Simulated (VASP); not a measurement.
A run of VASP 6.6.1 is set up as follows.

The input INCAR:

```
  PREC = Accurate
  ENCUT = 800
  EDIFF = 1E-7
  ISMEAR = 0
  SIGMA = 0.2
  LREAL = False
  LASPH = True
  NELM = 300
  ALGO = All
  ISIF = 3
  LWAVE = False
  LCHARG = False
  GGA = PE
  IBRION = 2
  NSW = 36
  EDIFFG = -0.08
  GGA_COMPAT = False
  NELMIN = 4
  ISEARCH = 1
  KPAR = 4
```

KPOINTS

```
Automatic mesh
0
Gamma
  6 6 4
```

POSCAR

```
Zn3O
1.0
    3.7353381100      0.0000000000      0.0000000000
   -1.8676690600      3.2348977000      0.0000000000
    0.0000000000      0.0000000000      5.0624529200
Zn O
3 1
Direct
    0.6166053800      0.0000000000      0.5000000000
    0.0000000000      0.6166053800      0.5000000000
    0.3833946200      0.3833946200      0.5000000000
    0.0000000000      0.0000000000      0.5000000000
```

Potentials or basis: VASP PAW PBE potentials, release 64 (Zn, O).

Launch:

```sh
$ cat potpaw_PBE.64/Zn/POTCAR potpaw_PBE.64/O/POTCAR > POTCAR
$ mpirun -np 4 vasp_std > vasp.out
```

(1) Predict the relaxed cell.

(2) What does it give for the band gap on the k mesh?

(3) Predict the space group after relaxing (to 0.1 Å).

## Answers

(1) a = 4.945 Å, b = 4.945 Å, c = 4.982 Å, α = 90.00°, β = 90.00°, γ = 120.00°.

(2) zero (bands 21 and 22 overlap by 0.54 eV).

(3) P-62m (No. 189).

Caveat: semilocal functionals underestimate gaps, and a narrow one can read as zero.
